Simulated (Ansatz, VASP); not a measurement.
# Al6H: VASP beside Ansatz

INCAR

```
ALGO     = Normal         # electronic algorithm
DIPOL    = 0.5 0.5 0.296
EDIFF    = 1E-7           # SCF threshold, eV
ENCUT    = 520            # plane-wave cutoff, eV
GGA      = PE             # functional
IDIPOL   = 3            
ISIF     = 2              # what is computed and relaxed
ISMEAR   = 0              # smearing method
LASPH    = True           # aspherical terms in the spheres
LCHARG   = False          # write CHGCAR
LDIPOL   = True         
LREAL    = False          # projectors in reciprocal space
LWAVE    = False          # write WAVECAR
NBANDS   = 32             # bands
NELM     = 100            # most SCF steps
PREC     = Accurate       # precision mode
SIGMA    = 0.1            # smearing width, eV
```

File KPOINTS:

```
k-points
0
Gamma
  6 6 1
```

Contents of POSCAR:

```
Al6H
1.0
    5.7143028096      0.0000000000      0.0000000000
   -2.8571514048      4.9487313980      0.0000000000
    0.0000000000      0.0000000000     22.6016424997
Al H
12 2
Direct
    0.3333333333      0.1666666667      0.1769782882
    0.3333333333      0.6666666667      0.1769782882
    0.8333333333      0.1666666667      0.1769782882
    0.8333333333      0.6666666667      0.1769782882
    0.1666666667      0.3333333333      0.2787817902
    0.1666666667      0.8333333333      0.2787817902
    0.6666666667      0.3333333333      0.2787817902
    0.6666666667      0.8333333333      0.2787817902
    0.0000000000      0.0000000000      0.3805759913
    0.0000000000      0.5000000000      0.3805759913
    0.5000000000      0.0000000000      0.3805759913
    0.5000000000      0.5000000000      0.3805759913
    0.2764585035      0.1666666667      0.4004860487
    0.3902081632      0.1666666667      0.4004860487
```

Input for Ansatz:

```yaml
crystal:
  lattice:
    - [5.7143028096, 0.0, 0.0]
    - [-2.8571514048, 4.948731398, 0.0]
    - [0.0, 0.0, 22.6016424997]
  atoms:
    - { symbol: Al, position: [0.3333333333, 0.1666666667, 0.1769782882] }
    - { symbol: Al, position: [0.3333333333, 0.6666666667, 0.1769782882] }
    - { symbol: Al, position: [0.8333333333, 0.1666666667, 0.1769782882] }
    - { symbol: Al, position: [0.8333333333, 0.6666666667, 0.1769782882] }
    - { symbol: Al, position: [0.1666666667, 0.3333333333, 0.2787817902] }
    - { symbol: Al, position: [0.1666666667, 0.8333333333, 0.2787817902] }
    - { symbol: Al, position: [0.6666666667, 0.3333333333, 0.2787817902] }
    - { symbol: Al, position: [0.6666666667, 0.8333333333, 0.2787817902] }
    - { symbol: Al, position: [0.0, 0.0, 0.3805759913] }
    - { symbol: Al, position: [0.0, 0.5, 0.3805759913] }
    - { symbol: Al, position: [0.5, 0.0, 0.3805759913] }
    - { symbol: Al, position: [0.5, 0.5, 0.3805759913] }
    - { symbol: H, position: [0.2764585035, 0.1666666667, 0.4004860487] }
    - { symbol: H, position: [0.3902081632, 0.1666666667, 0.4004860487] }
basis:
  ecutwfc: 420
kpoints:
  mp_grid: { grid: [6, 6, 1] }
hamiltonian:
  xc: pbe
scf:
  occupations: { method: gaussian, width: 0.1 }
output:
  forces: true
  eigenvalues: true
  write_density: true
  write_potential: true
  elf: true
  volumetric_format: npy
efield:
  axis: 3
  dipole_correction: true
  ramp_width: 0.04
```

Alike in both runs: task single point; functional PBE; k mesh 6 × 6 × 1; occupations gaussian, width 0.1 eV; no spin polarisation.

|  | VASP | Ansatz |
| --- | --- | --- |
| version | VASP 6.6.1 | Ansatz 0.2.0 |
| potentials or method | VASP PAW PBE potentials, release 64 (Al, H), cutoff 520 eV | scalar-relativistic, plane waves, PAW |
| valence electrons in the cell | 38 | 38 |

|  | VASP | Ansatz | Ansatz less VASP |
| --- | --- | --- | --- |
| gap on the k mesh at the Fermi level (eV) | none | none | - |
| rms of the force components (eV/Å) | 2.081 | 2.067 | -0.0136 |

Atom by atom the forces differ by 0.020 eV/Å (rms over components). A gap of «none» marks a metal or a gap that the smearing closes. Ansatz's warnings: xc potential rough in thin density.
